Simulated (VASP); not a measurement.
# Be3Cr (Pm-3m) in VASP: notebook

Be3Cr is run at these levels: PBE, PBE+D4; tasks: single point, relaxation of cell and atoms.

Everything below comes from runs of VASP 6.6.1. Logs are shortened: lines on timing, memory, paths and dates and some standing lists are left out, and cuts for length are marked.

## 1. The cell of the first run

Symmetry: Pm-3m, No. 221, cubic system. The conventional cell has a = 3.273 Å, b = 3.273 Å, c = 3.273 Å, α = 90.00°, β = 90.00°, γ = 90.00°. Be (site symmetry 4/mmm) has 8 Be at 2.31 Å and 4 Cr at 2.31 Å within 3.1 Å. Cr (site symmetry m-3m) has 12 Be at 2.31 Å within 3.1 Å.

## 2. Single point, PBE

Contents of INCAR:

```
  PREC = Accurate
  ENCUT = 520
  EDIFF = 1E-6
  ISMEAR = 0
  SIGMA = 0.1
  LREAL = F
  LASPH = T
  NELM = 100
  ALGO = Fast
  ISIF = 2
  LWAVE = F
  LCHARG = F
  GGA = PE
  NBANDS = 17
```

Contents of KPOINTS:

```
Automatic mesh
0
Gamma
  14 14 14
```

Contents of POSCAR:

```
Be3Cr
1.0
    3.2732461613      0.0000000000      0.0000000000
    0.0000000000      3.2732461613      0.0000000000
    0.0000000000      0.0000000000      3.2732461613
Be Cr
3 1
Direct
    0.0000000000      0.5000000000      0.5000000000
    0.5000000000      0.0000000000      0.5000000000
    0.5000000000      0.5000000000      0.0000000000
    0.0000000000      0.0000000000      0.0000000000
```

Potentials or basis: VASP PAW PBE potentials, release 64 (Be, Cr_pv).

Run with:

```console
$ cat potpaw_PBE.64/Be/POTCAR potpaw_PBE.64/Cr_pv/POTCAR > POTCAR
$ mpirun -np 1 vasp_std > vasp.out
```

OUTCAR:

```text
PREC = Accurate
   ENCUT = 520
   EDIFF = 1E-6
   ISMEAR = 0
   LREAL = F
   LASPH = T
   NELM = 100
   ISIF = 2
   GGA = PE

 ion  position               nearest neighbor table
   1  0.000  0.500  0.500-   2 2.31   3 2.31   4 2.31   3 2.31   4 2.31   2 2.31   4 2.31   4 2.31
                             2 2.31   3 2.31   3 2.31   2 2.31
   2  0.500  0.000  0.500-   1 2.31   3 2.31   4 2.31   3 2.31   4 2.31   1 2.31   3 2.31   3 2.31
                             1 2.31   4 2.31   4 2.31   1 2.31
   3  0.500  0.500  0.000-   1 2.31   2 2.31   4 2.31   1 2.31   2 2.31   2 2.31   4 2.31   2 2.31
                             1 2.31   4 2.31   1 2.31   4 2.31
   4  0.000  0.000  0.000-   1 2.31   2 2.31   3 2.31   1 2.31   2 2.31   1 2.31   3 2.31   1 2.31
                             2 2.31   3 2.31   2 2.31   3 2.31

  LATTYP: Found a simple cubic cell.
 ALAT       =     3.2732461613

  Lattice vectors:

 A1 = (   3.2732461613,   0.0000000000,   0.0000000000)
 A2 = (   0.0000000000,   3.2732461613,   0.0000000000)
 A3 = (   0.0000000000,   0.0000000000,   3.2732461613)

Analysis of symmetry for initial positions (statically):
=====================================================================
 Subroutine PRICEL returns:
 Original cell was already a primitive cell.

 Routine SETGRP: Setting up the symmetry group for a
 simple cubic supercell.

 Subroutine GETGRP returns: Found 48 space group operations
 (whereof 48 operations were pure point group operations)
 out of a pool of 48 trial point group operations.

The static configuration has the point symmetry O_h .

Analysis of symmetry for dynamics (positions and initial velocities):
=====================================================================
 Subroutine PRICEL returns:
 Original cell was already a primitive cell.

 Routine SETGRP: Setting up the symmetry group for a
 simple cubic supercell.

 Subroutine GETGRP returns: Found 48 space group operations
 (whereof 48 operations were pure point group operations)
 out of a pool of 48 trial point group operations.

The dynamic configuration has the point symmetry O_h .

 Subroutine INISYM returns: Found 48 space group operations
 (whereof 48 operations are pure point group operations),
 and found     1 'primitive' translations

----------------------------------------------------------------------------------------

                                     Primitive cell

  volume of cell :      35.0700

  direct lattice vectors                    reciprocal lattice vectors
     3.273246161  0.000000000  0.000000000     0.305507118  0.000000000  0.000000000
     0.000000000  3.273246161  0.000000000     0.000000000  0.305507118  0.000000000
     0.000000000  0.000000000  3.273246161     0.000000000  0.000000000  0.305507118

  length of vectors
     3.273246161  3.273246161  3.273246161     0.305507118  0.305507118  0.305507118

  position of ions in fractional coordinates (direct lattice)
     0.000000000  0.500000000  0.500000000
     0.500000000  0.000000000  0.500000000
     0.500000000  0.500000000  0.000000000
     0.000000000  0.000000000  0.000000000

  ion indices of the primitive-cell ions
   primitive index   ion index
                 1           1
                 2           2
                 3           3
                 4           4

----------------------------------------------------------------------------------------

 KPOINTS: Automatic mesh

Automatic generation of k-mesh.
 Grid dimensions read from file:
 generate k-points for:   14   14   14

 Generating k-lattice:

  Cartesian coordinates                     Fractional coordinates (reciprocal lattice)
     0.021821937  0.000000000  0.000000000     0.071428571  0.000000000  0.000000000
     0.000000000  0.021821937  0.000000000     0.000000000  0.071428571  0.000000000
     0.000000000  0.000000000  0.021821937     0.000000000  0.000000000  0.071428571

  Length of vectors
     0.021821937  0.021821937  0.021821937

  Shift w.r.t. Gamma in fractional coordinates (k-lattice)
     0.000000000  0.000000000  0.000000000

 Subroutine IBZKPT returns following result:
 ===========================================

 Found    120 irreducible k-points:

 Following reciprocal coordinates:
            Coordinates               Weight
  0.000000  0.000000  0.000000      1.000000
  0.071429  0.000000  0.000000      6.000000
  0.142857  0.000000  0.000000      6.000000
  0.214286  0.000000  0.000000      6.000000
  0.285714  0.000000  0.000000      6.000000
  0.357143  0.000000  0.000000      6.000000
[... 16 lines left out ...]
  0.285714  0.214286  0.000000     24.000000
  0.357143  0.214286  0.000000     24.000000
 [... further k-points ...]
   k-points           NKPTS =    120   k-points in BZ     NKDIM =    120   number of bands    NBANDS=     17
   number of dos      NEDOS =    301   number of ions     NIONS =      4
   total plane-waves  NPLWV =  13824
   dimension x,y,z NGX =    24 NGY =   24 NGZ =   24
   dimension x,y,z NGXF=    48 NGYF=   48 NGZF=   48
   ions per type =               3   1
   NGX,Y,Z   is equivalent  to a cutoff of  12.19, 12.19, 12.19 a.u.
   NGXF,Y,Z  is equivalent  to a cutoff of  24.38, 24.38, 24.38 a.u.
 SYSTEM =  unknown system
   PREC   = accura    normal or accurate (medium, high low for compatibility)
   ISTART =      0    job   : 0-new  1-cont  2-samecut
   ICHARG =      2    charge: 1-file 2-atom 10-const
   ISPIN  =      1    spin polarized calculation?
   LNONCOLLINEAR =      F non collinear calculations
   LSORBIT =      F    spin-orbit coupling
   LASPH  =      T    aspherical Exc in radial PAW
   ENCUT  =  520.0 eV  38.22 Ry    6.18 a.u.   6.09  6.09  6.09*2*pi/ulx,y,z
   NELM   =    100;   NELMIN=  2; NELMDL= -5     # of ELM steps
   EDIFF  = 0.1E-05   stopping-criterion for ELM
   LREAL  =      F    real-space projection
   EDIFFG = 0.1E-04   stopping-criterion for IOM
   NSW    =      0    number of steps for IOM
   IBRION =     -1    ionic relax: 0-MD 1-quasi-New 2-CG
   NFREE  =      0    steps in history (QN), initial steepest desc. (CG)
   ISIF   =      2    stress and relaxation
   ISYM   =      2    0-nonsym 1-usesym 2-fastsym
   POTIM  = 0.5000    time-step for ionic-motion
   TEBEG  =    0.0;   TEEND  =   0.0 temperature during run
   PSTRESS=    0.0 pullay stress
   NELECT =      18.0000    total number of electrons
   NUPDOWN=      -1.0000    fix difference up-down
   EMIN   =  10.00;   EMAX   =-10.00  energy-range for DOS
   EFERMI =   0.00;   METHOD = LEGACY
   ISMEAR =     0;   SIGMA  =   0.10  broadening in eV -4-tet -1-fermi 0-gaus
   EFERMI_NEDOS =   21; number of points for ismear=-14 and -15
   IALGO  =     68    algorithm
   IMIX   =      4    mixing-type and parameters
     AMIX     =   0.40;   BMIX     =  1.00
     AMIX_MAG =   1.60;   BMIX_MAG =  1.00
  volume/ion in A,a.u.               =       8.77        59.17
  Fermi-wavevector in a.u.,A,eV,Ry     =   1.310751  2.476961 23.375751  1.718069
  Thomas-Fermi vector in A             =   2.441260
   LORBIT       =      0    0 simple, 1 ext, 2 COOP (PROOUT), +10 PAW based schemes
   GGA     = PE    functional components
   LHFCALC =     F    Hartree Fock is set to
   AEXX    =    0.0000 exact exchange contribution
   IVDW    =     0    specifies the selected vdW correction
   LEPSILON=     F    determine dielectric tensor
   LRPA    =     F    only Hartree local field effects (RPA)
 non-spin polarized calculation
 RMM-DIIS sequential band-by-band and
 Gauss-broadening in eV      SIGMA  =   0.10
  energy-cutoff  :      520.00
  volume of cell :       35.07
 maximum number of plane-waves:       968
   NGX = 13   NGY = 13   NGZ = 13

 number of electron      17.9999979 magnetization

 Free energy of the ion-electron system (eV)
  ---------------------------------------------------
  ext. energy  EPLUGINS =         0.00000000
  ---------------------------------------------------
  free energy    TOTEN  =       -21.33102953 eV

  energy without entropy =      -21.32689892  energy(sigma->0) =      -21.32896423

 E-fermi :   7.6609     XC(G=0): -11.6133

 val. band max:        7.6509283493   @ k =   0.5000   0.5000   0.2143
 cond. band min:       7.6625523190   @ k =   0.0714   0.0714   0.0000
 fundamental gap:      0.0116239697
 Fermi energy:         7.6609112342

 k-point     1 :       0.0000    0.0000    0.0000
  band No.  band energies     occupation
      1     -34.9752      2.00000
      2     -34.9752      2.00000
      3     -34.9752      2.00000
      4      -1.9820      2.00000
      5       5.6328      2.00000
      6       5.6328      2.00000
[... 9 lines left out ...]
     16      16.9397      0.00000
     17      16.9397      0.00000

 k-point     2 :       0.0714    0.0000    0.0000
  band No.  band energies     occupation
      1     -34.9773      2.00000
      2     -34.9750      2.00000
      3     -34.9750      2.00000
      4      -1.9211      2.00000
      5       5.4711      2.00000
      6       5.6257      2.00000
[... 9 lines left out ...]
     16      16.9043      0.00000
     17      16.9553      0.00000

 k-point     3 :       0.1429    0.0000    0.0000
  band No.  band energies     occupation
      1     -34.9830      2.00000
      2     -34.9744      2.00000
      3     -34.9744      2.00000
      4      -1.7394      2.00000
      5       4.9762      2.00000
      6       5.6060      2.00000
[... 9 lines left out ...]
     16      16.8009      0.00000
     17      17.0177      0.00000

 k-point     4 :       0.2143    0.0000    0.0000
  band No.  band energies     occupation
      1     -34.9912      2.00000
      2     -34.9735      2.00000
      3     -34.9735      2.00000
      4      -1.4400      2.00000
      5       4.2247      2.00000
      6       5.5775      2.00000
[... 9 lines left out ...]
     16      16.9844      0.00000
     17      18.2066      0.00000
[... 343 lines left out ...]
      1     -34.9899      2.00000
      2     -34.9895      2.00000
      3     -34.9719      2.00000
      4      -0.9128      2.00000
      5       4.2062      2.00000
      6       4.6712      2.00000
[... 9 lines left out ...]
     16      17.3917      0.00000
     17      17.8869      0.00000

 k-point    23 :       0.2857    0.2143    0.0000
  band No.  band energies     occupation
      1     -34.9989      2.00000
      2     -34.9888      2.00000
      3     -34.9709      2.00000
      4      -0.5146      2.00000
      5       3.5530      2.00000
      6       4.7156      2.00000
[... 9 lines left out ...]
     16      17.2593      0.00000
     17      17.8078      0.00000

 k-point    24 :       0.3571    0.2143    0.0000
  band No.  band energies     occupation
      1     -35.0073      2.00000
      2     -34.9881      2.00000
      3     -34.9701      2.00000
      4      -0.0169      2.00000
      5       2.7706      2.00000
      6       4.8781      2.00000
[... 9 lines left out ...]
     16      17.2711      0.00000
     17      18.4575      0.00000

 [... further k-points ...]

------------------------ aborting loop because EDIFF is reached ----------------------------------------

  FORCE on cell =-STRESS in cart. coord.  units (eV):
  Direction    XX          YY          ZZ          XY          YZ          ZX
  --------------------------------------------------------------------------------------
  -------------------------------------------------------------------------------------
  Total        0.0208431      0.0208431      0.0208431      0.0000000      0.0000000     -0.0000000
  in kB        0.9522202      0.9522202      0.9522202      0.0000000      0.0000000     -0.0000000
  external PRESSURE =       0.9522202 kB  Pullay stress =       0.0000000 kB

 VOLUME and BASIS-vectors are now :
 -----------------------------------------------------------------------------
  energy-cutoff  :      520.00
  volume of cell :       35.07
      direct lattice vectors                 reciprocal lattice vectors
     3.273246161  0.000000000  0.000000000     0.305507118  0.000000000  0.000000000
     0.000000000  3.273246161  0.000000000     0.000000000  0.305507118  0.000000000
     0.000000000  0.000000000  3.273246161     0.000000000  0.000000000  0.305507118

 POSITION                                       TOTAL-FORCE (eV/Angst)
 -----------------------------------------------------------------------------------
      0.00000      1.63662      1.63662         0.000000      0.000000      0.000000
      1.63662      0.00000      1.63662         0.000000      0.000000      0.000000
      1.63662      1.63662      0.00000         0.000000      0.000000      0.000000
      0.00000      0.00000      0.00000         0.000000      0.000000      0.000000
 -----------------------------------------------------------------------------------
    total drift:                                0.000000      0.000000      0.000000

  FREE ENERGIE OF THE ION-ELECTRON SYSTEM (eV)
  ---------------------------------------------------
  free  energy   TOTEN  =       -21.3310295340 eV

  energy  without entropy=      -21.3268989211  energy(sigma->0) =      -21.32896423
```

It took 24 s on 1 thread of Intel Xeon 6975P-C (Granite Rapids), shared host; peak memory 0.19 GiB.

What came out:

```
Free energy            : -21.3310 eV
Pressure               : 0.1 GPa
Band gap on the k mesh : zero (bands 9 and 10 overlap by 2.55 eV)
```

Caveat: the run has no spin polarisation, though such a crystal can be magnetic. Spin polarisation is off, so any magnetic state and its effect on volume and gap are missing.

## 3. Single point, PBE+D4

Contents of INCAR:

```
SYSTEM = Be3Cr
ALGO     = Normal         ! electronic algorithm
EDIFF    = 1E-6           ! SCF threshold, eV
ENCUT    = 520            ! plane-wave cutoff, eV
GGA      = PE             ! functional
ISIF     = 2              ! what is computed and relaxed
ISMEAR   = 0              ! smearing method
IVDW     = 13             ! dispersion correction
LASPH    = .TRUE.         ! aspherical terms in the spheres
LCHARG   = .TRUE.         ! write CHGCAR
LELF     = .TRUE.         ! ELF
LREAL    = .FALSE.        ! projectors in reciprocal space
LVHAR    = .TRUE.       
LWAVE    = .FALSE.        ! write WAVECAR
NBANDS   = 17             ! bands
NELM     = 100            ! most SCF steps
PREC     = Accurate       ! precision mode
SIGMA    = 0.1            ! smearing width, eV
```

Contents of KPOINTS:

```
k-points
0
G
  14 14 14
  0 0 0
```

POSCAR is that of step 2.

Potentials or basis: VASP PAW PBE potentials, release 64 (Be, Cr_pv).

Run with:

```console
$ cat potpaw_PBE.64/Be/POTCAR potpaw_PBE.64/Cr_pv/POTCAR > POTCAR
$ mpirun -np 1 vasp_std > vasp.out
```

Run time: 20 s. Hardware: 1 thread of Intel Xeon 6975P-C (Granite Rapids), shared host; peak memory 0.18 GiB.

The run converged. Its results:

```yaml
Free_energy: -22.0704 eV
Pressure: -2.8 GPa
Band_gap_on_the_k_mesh: zero (bands 9 and 10 overlap by 2.55 eV)
Dispersion_energy_per_atom: -0.185 eV
```

Levels at points of the mesh, in eV from the Fermi level:
```
           k point  band 6  band 7  band 8  band 9  band 10  band 11  band 12  band 13
(0.00, 0.00, 0.00)   -2.03   -0.23   -0.23   -0.23     0.25     0.25     0.25     6.77
(0.50, 0.00, 0.00)   -2.17   -1.88   -1.88    0.36     0.93     4.24     4.24     5.38
(0.50, 0.50, 0.00)   -3.54   -3.54   -1.14   -1.14     0.89     1.60     1.60     5.23
(0.50, 0.50, 0.50)   -2.85   -2.85   -2.19   -2.19    -2.19     1.01     1.01     5.37
```

Caveat: the run has no spin polarisation, though such a crystal can be magnetic.

## 4. Relaxation of cell and atoms, PBE

Contents of INCAR:

```
SYSTEM = Be3Cr
PREC = Accurate ; ENCUT = 600
EDIFF = 1E-7 ; ISMEAR = 0
SIGMA = 0.1 ; LREAL = .FALSE.
LASPH = .TRUE. ; NELM = 80
ALGO = Fast ; ISIF = 3
LWAVE = .FALSE. ; LCHARG = .FALSE.
GGA = PE ; IBRION = 2
NSW = 100 ; EDIFFG = -0.01
```

Contents of KPOINTS:

```
Automatic mesh
0
G
  14 14 14
  0 0 0
```

Contents of POSCAR:

```
Be3Cr
1.0
    3.2722862912      0.0000000000      0.0000000000
    0.0000000000      3.2722862912      0.0000000000
    0.0000000000      0.0000000000      3.2722862912
Be Cr
3 1
Direct
    0.0000000000      0.5000000000      0.5000000000
    0.5000000000      0.0000000000      0.5000000000
    0.5000000000      0.5000000000      0.0000000000
    0.0000000000      0.0000000000      0.0000000000
```

Run with:

```console
$ cat potpaw_PBE.64/Be/POTCAR potpaw_PBE.64/Cr_pv/POTCAR > POTCAR
$ mpirun -np 1 vasp_std > vasp.out
```

Wall time 39 s (1 thread of Intel Xeon 6975P-C (Granite Rapids), shared host); peak memory 0.2 GiB.

It converged, with:

* Free energy: -21.3310 eV
* Pressure after relaxing: 0.2 GPa
* Band gap on the k mesh: zero (bands 9 and 10 overlap by 2.55 eV)

Final structure:
```
CELL_PARAMETERS angstrom
3.27229 0.00000 0.00000
0.00000 3.27229 0.00000
0.00000 0.00000 3.27229
ATOMIC_POSITIONS crystal
Be 0.00000 0.50000 0.50000
Be 0.50000 0.00000 0.50000
Be 0.50000 0.50000 0.00000
Cr 0.00000 0.00000 0.00000
```

Levels at points of the mesh, in eV from the Fermi level:
| k point | band 7 | band 8 | band 9 | band 10 | band 11 | band 12 |
| --- | --- | --- | --- | --- | --- | --- |
| (0.00, 0.00, 0.00) | -0.23 | -0.23 | -0.23 | 0.25 | 0.25 | 0.25 |
| (0.50, 0.00, 0.00) | -1.88 | -1.88 | 0.36 | 0.93 | 4.24 | 4.24 |
| (0.50, 0.50, 0.00) | -3.54 | -1.14 | -1.14 | 0.89 | 1.60 | 1.61 |
| (0.50, 0.50, 0.50) | -2.86 | -2.19 | -2.19 | -2.19 | 1.01 | 1.01 |

Caveat: the relaxation stopped at its first step, so nothing moved; the run has no spin polarisation, though such a crystal can be magnetic. Spin polarisation is off, so any magnetic state and its effect on volume and gap are missing.

## 5. The runs side by side

| task | level | cell | cutoff (eV) | gap on the mesh (eV) | pressure (GPa) |
| --- | --- | --- | --- | --- | --- |
| single point | PBE | a = 3.273 Å, 4 atoms | 520 | none | 0.1 |
| single point | PBE+D4 | a = 3.273 Å, 4 atoms | 520 | none | -2.8 |
| relaxation of cell and atoms | PBE | relaxed from a = 3.272 Å, 4 atoms | 600 | none | 0.2 |

Alike in all rows: potentials or basis VASP PAW PBE potentials, release 64 (Be, Cr_pv); no spin polarisation; k mesh 14 × 14 × 14; smearing gaussian 0.1 eV.

Caveats: the run has no spin polarisation, though such a crystal can be magnetic; the relaxation stopped at its first step, so nothing moved (at least some runs).

Total energies depend on the potentials used, so only differences within one code and one set of settings carry meaning.
